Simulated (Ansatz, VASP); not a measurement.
# SiC: VASP beside Ansatz

Contents of INCAR:

```
PREC     = Accurate       # precision mode
ENCUT    = 600            # plane-wave cutoff, eV
EDIFF    = 1E-6           # SCF threshold, eV
ISMEAR   = 0              # smearing method
SIGMA    = 0.01           # smearing width, eV
LREAL    = F              # projectors in reciprocal space
LASPH    = T              # aspherical terms in the spheres
NELM     = 120            # most SCF steps
ALGO     = Normal         # electronic algorithm
ISIF     = 2              # what is computed and relaxed
LWAVE    = F              # write WAVECAR
LCHARG   = F              # write CHGCAR
GGA      = PE             # functional
NBANDS   = 11             # bands
GGA_COMPAT= F
```

The input KPOINTS:

```
Automatic mesh
0
Gamma
  4 4 4
```

POSCAR

```
SiC
1.0
    0.0000000000      2.1569883941      2.1569883941
    2.1569883941      0.0000000000      2.1569883941
    2.1569883941      2.1569883941      0.0000000000
Si C
1 1
Direct
    0.0000000000      0.0000000000      0.0000000000
    0.2500000000      0.2500000000      0.2500000000
```

Input for Ansatz:

```yaml
crystal:
  atoms:
  - position: [0.0, 0.0, 0.0]
    symbol: Si
  - position: [0.25, 0.25, 0.25]
    symbol: C
  lattice:
  - [0.0, 2.156988394063853, 2.156988394063853]
  - [2.156988394063853, 0.0, 2.156988394063853]
  - [2.156988394063853, 2.156988394063853, 0.0]
hamiltonian:
  dispersion: none
  pseudopotentials:
    kind: all_electron
    lapw: {basis_error: 0.025 meV}
    relativity: scalar
  xc: pbe
kpoints:
  mp_grid:
    grid: [4, 4, 4]
    shift: [0, 0, 0]
magnetization: {spin_polarized: false}
output: {forces: true, stress: true}
scf:
  convergence: {dr2_threshold: 1e-10 eV}
  lower_state_search: 'off'
  max_iter: 200
  occupations: {method: fixed}
```

Alike in both runs: task single point; functional PBE; k mesh 4 × 4 × 4; no spin polarisation.

|  | VASP | Ansatz |
| --- | --- | --- |
| version | VASP 6.6.1 | Ansatz 0.2 development build |
| potentials or method | VASP PAW PBE potentials, release 64 (Si, C), cutoff 600 eV | all-electron full-potential LAPW, scalar-relativistic |
| occupations | gaussian, width 0.01 eV | fixed |

|  | VASP | Ansatz | Ansatz less VASP |
| --- | --- | --- | --- |
| gap on the k mesh at the Fermi level (eV) | 1.28 | 1.28 | +0.002 |
| pressure (GPa) | 10.8 | 11.0 | +0.21 |

Ansatz ran all-electron here, and VASP with PAW potentials.

The k mesh is coarse, so the values compare programs but aren't converged.
